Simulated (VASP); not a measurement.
# TaSi2 (P6_222) in VASP: further runs

The runs below take TaSi2 through relaxation of cell and atoms, single point, with PBEsol, PBEsol+D3(BJ), PBE, r2SCAN.

All numbers are computed with VASP 6.6.1; they aren't measurements. Logs are shortened: lines on timing, memory, paths and dates and some standing lists are left out, and cuts for length are marked.

## (1) The cell of the first run

Symmetry: P6_222, No. 180, hexagonal system. Conventional cell: a = 4.780 Å, b = 4.780 Å, c = 6.564 Å, α = 90.00°, β = 90.00°, γ = 120.00°. Ta (site symmetry 222) has 10 Si at 2.59 to 2.76 Å and 4 Ta at 3.24 Å within 3.4 Å. Si (site symmetry 2) has 9 Si at 2.59 to 3.24 Å and 5 Ta at 2.59 to 2.76 Å within 3.4 Å.

## (2) Relaxation of cell and atoms, PBEsol

Contents of INCAR:

```
PREC = Accurate
ENCUT = 600
EDIFF = 1E-7
ISMEAR = -1
SIGMA = 0.05
LREAL = False
LASPH = True
NELM = 60
ALGO = Normal
ISIF = 3
LWAVE = False
LCHARG = False
GGA = PS
IBRION = 2
NSW = 60
EDIFFG = -0.01
```

Contents of KPOINTS:

```
Automatic mesh
0
Gamma
  7 7 4
```

Contents of POSCAR:

```
TaSi2
1.0
    4.7800000000      0.0000000000      0.0000000000
   -2.3900000000      4.1396014301      0.0000000000
    0.0000000000      0.0000000000      6.5640000000
Ta Si
3 6
Direct
    0.0000000000      0.5000000000      0.1666666667
    0.5000000000      0.5000000000      0.8333333333
    0.5000000000      0.0000000000      0.5000000000
    0.3333000000      0.1666500000      0.1666666667
    0.1666500000      0.8333500000      0.8333333333
    0.8333500000      0.6667000000      0.5000000000
    0.6667000000      0.8333500000      0.1666666667
    0.8333500000      0.1666500000      0.8333333333
    0.1666500000      0.3333000000      0.5000000000
```

Potentials or basis: VASP PAW PBE potentials, release 64 (Ta_pv, Si).

Run with:

```sh
$ cat potpaw_PBE.64/Ta_pv/POTCAR potpaw_PBE.64/Si/POTCAR > POTCAR
$ mpirun -np 1 vasp_std > vasp.out
```

OUTCAR:

```text
PREC = Accurate
   ENCUT = 600
   EDIFF = 1E-7
   ISMEAR = -1
   LREAL = False
   LASPH = True
   NELM = 60
   ISIF = 3
   GGA = PS
   IBRION = 2
   NSW = 60
   EDIFFG = -0.01

 ion  position               nearest neighbor table
   1  0.000  0.500  0.167-   6 2.59   9 2.59   8 2.59   5 2.59   4 2.76   7 2.76   4 2.76   7 2.76
                             7 2.76   4 2.76   3 3.24   3 3.24   2 3.24   2 3.24
   2  0.500  0.500  0.833-   6 2.59   9 2.59   7 2.59   4 2.59   5 2.76   8 2.76   5 2.76   8 2.76
                             8 2.76   5 2.76   3 3.24   3 3.24   1 3.24   1 3.24
   3  0.500  0.000  0.500-   4 2.59   7 2.59   5 2.59   8 2.59   9 2.76   6 2.76   9 2.76   6 2.76
                             9 2.76   6 2.76   2 3.24   1 3.24   2 3.24   1 3.24
   4  0.333  0.167  0.167-   9 2.59   5 2.59   3 2.59   2 2.59   7 2.76   1 2.76   1 2.76   1 2.76
                             7 2.76   7 2.76
   5  0.167  0.833  0.833-   6 2.59   4 2.59   3 2.59   1 2.59   8 2.76   2 2.76   2 2.76   2 2.76
                             8 2.76   8 2.76
   6  0.833  0.667  0.500-   5 2.59   7 2.59   1 2.59   2 2.59   9 2.76   3 2.76   3 2.76   3 2.76
                             9 2.76   9 2.76
   7  0.667  0.833  0.167-   6 2.59   8 2.59   3 2.59   2 2.59   4 2.76   1 2.76   1 2.76   1 2.76
                             4 2.76   4 2.76
   8  0.833  0.167  0.833-   9 2.59   7 2.59   3 2.59   1 2.59   5 2.76   2 2.76   2 2.76   2 2.76
                             5 2.76   5 2.76
   9  0.167  0.333  0.500-   8 2.59   4 2.59   1 2.59   2 2.59   6 2.76   3 2.76   3 2.76   3 2.76
                             6 2.76   6 2.76

  LATTYP: Found a hexagonal cell.
 ALAT       =     4.7800000000
 C/A-ratio  =     1.3732217573

  Lattice vectors:

 A1 = (   4.7800000000,   0.0000000000,   0.0000000000)
 A2 = (  -2.3900000000,   4.1396014301,   0.0000000000)
 A3 = (   0.0000000000,   0.0000000000,   6.5640000000)

Analysis of symmetry for initial positions (statically):
=====================================================================
 Subroutine PRICEL returns:
 Original cell was already a primitive cell.

 Routine SETGRP: Setting up the symmetry group for a
 hexagonal supercell.

 Subroutine GETGRP returns: Found 12 space group operations
 (whereof  4 operations were pure point group operations)
 out of a pool of 24 trial point group operations.

The static configuration has the point symmetry D_2 .
 The point group associated with its full space group is D_6 .

Analysis of symmetry for dynamics (positions and initial velocities):
=====================================================================
 Subroutine PRICEL returns:
 Original cell was already a primitive cell.

 Routine SETGRP: Setting up the symmetry group for a
 hexagonal supercell.

 Subroutine GETGRP returns: Found 12 space group operations
[... 111 lines left out ...]
   ISPIN  =      1    spin polarized calculation?
   LNONCOLLINEAR =      F non collinear calculations
   LSORBIT =      F    spin-orbit coupling
   LASPH  =      T    aspherical Exc in radial PAW
   ENCUT  =  600.0 eV  44.10 Ry    6.64 a.u.   9.55  9.55 13.11*2*pi/ulx,y,z
   NELM   =     60;   NELMIN=  2; NELMDL= -5     # of ELM steps
   EDIFF  = 0.1E-06   stopping-criterion for ELM
   LREAL  =      F    real-space projection
   EDIFFG = -.1E-01   stopping-criterion for IOM
   NSW    =     60    number of steps for IOM
   IBRION =      2    ionic relax: 0-MD 1-quasi-New 2-CG
   NFREE  =      1    steps in history (QN), initial steepest desc. (CG)
   ISIF   =      3    stress and relaxation
   ISYM   =      2    0-nonsym 1-usesym 2-fastsym
   POTIM  = 0.5000    time-step for ionic-motion
   TEBEG  =    0.0;   TEEND  =   0.0 temperature during run
   PSTRESS=    0.0 pullay stress
   NELECT =      57.0000    total number of electrons
   NUPDOWN=      -1.0000    fix difference up-down
   EMIN   =  10.00;   EMAX   =-10.00  energy-range for DOS
   EFERMI =   0.00;   METHOD = LEGACY
   ISMEAR =    -1;   SIGMA  =   0.05  broadening in eV -4-tet -1-fermi 0-gaus
   EFERMI_NEDOS =   21; number of points for ismear=-14 and -15
   IALGO  =     38    algorithm
   IMIX   =      4    mixing-type and parameters
     AMIX     =   0.40;   BMIX     =  1.00
     AMIX_MAG =   1.60;   BMIX_MAG =  1.00
  volume/ion in A,a.u.               =      14.43        97.39
  Fermi-wavevector in a.u.,A,eV,Ry     =   1.244079  2.350969 21.058195  1.547734
  Thomas-Fermi vector in A             =   2.378362
   LORBIT       =      0    0 simple, 1 ext, 2 COOP (PROOUT), +10 PAW based schemes
   GGA     = PS    functional components
   LHFCALC =     F    Hartree Fock is set to
   AEXX    =    0.0000 exact exchange contribution
   IVDW    =     0    specifies the selected vdW correction
   LEPSILON=     F    determine dielectric tensor
   LRPA    =     F    only Hartree local field effects (RPA)
 conjugate gradient relaxation of ions
 non-spin polarized calculation
  energy-cutoff  :      600.00
  volume of cell :      129.88
 maximum number of plane-waves:      4370
 NGX is ok and might be reduce to    40
   NGX = 19   NGY = 19   NGZ = 27

--------------------------------------- Ionic step        1  -------------------------------------------

 number of electron      56.9999997 magnetization

 Free energy of the ion-electron system (eV)
  ---------------------------------------------------
  ext. energy  EPLUGINS =         0.00000000
  ---------------------------------------------------
  free energy    TOTEN  =       -77.22824032 eV

  energy without entropy =      -77.19434749  energy(sigma->0) =      -77.21129391

------------------------ aborting loop because EDIFF is reached ----------------------------------------

  FORCE on cell =-STRESS in cart. coord.  units (eV):
  Direction    XX          YY          ZZ          XY          YZ          ZX
  --------------------------------------------------------------------------------------
  -------------------------------------------------------------------------------------
  Total       -1.5432109     -1.5432109      0.7771836      0.0000000     -0.0000000      0.0000000
  in kB      -19.0362262    -19.0362262      9.5869219      0.0000000     -0.0000000      0.0000000
  external PRESSURE =      -9.4951768 kB  Pullay stress =       0.0000000 kB
[... 245 lines left out ...]
--------------------------------------- Ionic step        7  -------------------------------------------

 number of electron      56.9999998 magnetization

 Free energy of the ion-electron system (eV)
  ---------------------------------------------------
  ext. energy  EPLUGINS =         0.00000000
  ---------------------------------------------------
  free energy    TOTEN  =       -77.37334172 eV

  energy without entropy =      -77.34709058  energy(sigma->0) =      -77.36021615

 E-fermi :   9.3760     XC(G=0): -12.1999

 val. band max:        9.3684483960   @ k =   0.4286   0.1429   0.0000
 cond. band min:       9.3979188980   @ k =   0.2857   0.2857   0.5000
 fundamental gap:      0.0294705021
 Fermi energy:         9.3759745781

 k-point     1 :       0.0000    0.0000    0.0000
  band No.  band energies     occupation
      1     -24.9088      2.00000
      2     -24.9088      2.00000
      3     -24.9050      2.00000
      4     -24.8345      2.00000
      5     -24.8345      2.00000
      6     -24.7385      2.00000
[... 913 lines left out ...]
  FREE ENERGIE OF THE ION-ELECTRON SYSTEM (eV)
  ---------------------------------------------------
  free  energy   TOTEN  =       -77.3733417151 eV

  energy  without entropy=      -77.3470905839  energy(sigma->0) =      -77.36021615

 reached required accuracy - stopping structural energy minimisation
```

CONTCAR:

```text
TaSi2
   1.00000000000000
     4.7584509046099539    0.0000000000000000   -0.0000000000000000
    -2.3792254523049770    4.1209393660635003   -0.0000000000000000
     0.0000000000000000   -0.0000000000000000    6.5698754164894853
  Ta              Si
     3     6
Direct
     0.0000000000000000    0.5000000000000000    0.1666666667000030
     0.5000000000000000    0.5000000000000000    0.8333333332999970
     0.5000000000000000    0.0000000000000000    0.5000000000000000
     0.3190158390614545    0.1595079195307236    0.1666666667000030
     0.1595079195307238    0.8404920804692764    0.8333333332999970
     0.8404920804692764    0.6809841609385457    0.5000000000000000
     0.6809841609385455    0.8404920804692764    0.1666666667000030
     0.8404920804692761    0.1595079195307236    0.8333333332999970
     0.1595079195307236    0.3190158390614543    0.5000000000000000

  0.00000000E+00  0.00000000E+00  0.00000000E+00
  0.00000000E+00  0.00000000E+00  0.00000000E+00
  0.00000000E+00  0.00000000E+00  0.00000000E+00
  0.00000000E+00  0.00000000E+00  0.00000000E+00
  0.00000000E+00  0.00000000E+00  0.00000000E+00
  0.00000000E+00  0.00000000E+00  0.00000000E+00
  0.00000000E+00  0.00000000E+00  0.00000000E+00
  0.00000000E+00  0.00000000E+00  0.00000000E+00
  0.00000000E+00  0.00000000E+00  0.00000000E+00
```

Run time: 11 min. Hardware: 1 thread of Intel Xeon Platinum 8375C at 2.90GHz (Ice Lake), shared host; peak memory 0.36 GiB.

Results:

| Property | Result |
| --- | --- |
| Free energy | -77.3733 eV |
| Relaxed volume | 14.31 Å³/atom |
| Relaxed cell | a = 4.758 Å, b = 4.758 Å, c = 6.570 Å, α = 90.00°, β = 90.00°, γ = 120.00° |
| Space group after relaxing (to 0.05 Å) | P6_222 (No. 180) |
| Energy gained by relaxing | 16.1 meV/atom |
| Ionic steps | 7 |
| Pressure after relaxing | 0.0 GPa |
| Largest force after relaxing | 0.008 eV/Å |

Forces in eV/Å, atoms in the order of the input:
```
Ta   0.000  0.000  0.000
Ta   0.000  0.000  0.000
Ta   0.000  0.000  0.000
Si   0.007  0.004  0.000
Si   0.007 -0.004  0.000
Si   0.000 -0.008  0.000
Si  -0.007 -0.004  0.000
Si  -0.007  0.004  0.000
Si   0.000  0.008  0.000
```

The path:
```csv
step,energy change (eV),largest force (eV/Å),pressure (GPa),volume (Å³)
1,0.0000,0.7509,-0.95,129.88
2,-0.1202,0.2964,0.79,128.28
3,-0.1259,0.1568,1.35,127.85
4,-0.1400,0.0782,-1.35,129.74
5,-0.1437,0.0061,-0.53,129.14
6,-0.1432,0.0099,0.69,128.45
7,-0.1451,0.0079,0.02,128.83
```

Final structure:
```xyz
9
Lattice="4.7585 0.0000 0.0000 -2.3792 4.1209 0.0000 0.0000 0.0000 6.5699" Properties=species:S:1:pos:R:3 pbc="T T T"
Ta   -1.1896    2.0605    1.0950
Ta    1.1896    2.0605    5.4749
Ta    2.3792    0.0000    3.2849
Si    1.1385    0.6573    1.0950
Si   -1.2407    3.4636    5.4749
Si    2.3792    2.8063    3.2849
Si    1.2407    3.4636    1.0950
Si    3.6199    0.6573    5.4749
Si    0.0000    1.3146    3.2849
```

Caveat: the PAW data sets were made with another functional, which shifts forces and pressure a little; spin-orbit coupling is left out, which moves the levels of the heavy elements.

(Continued in part 2 of 3.)
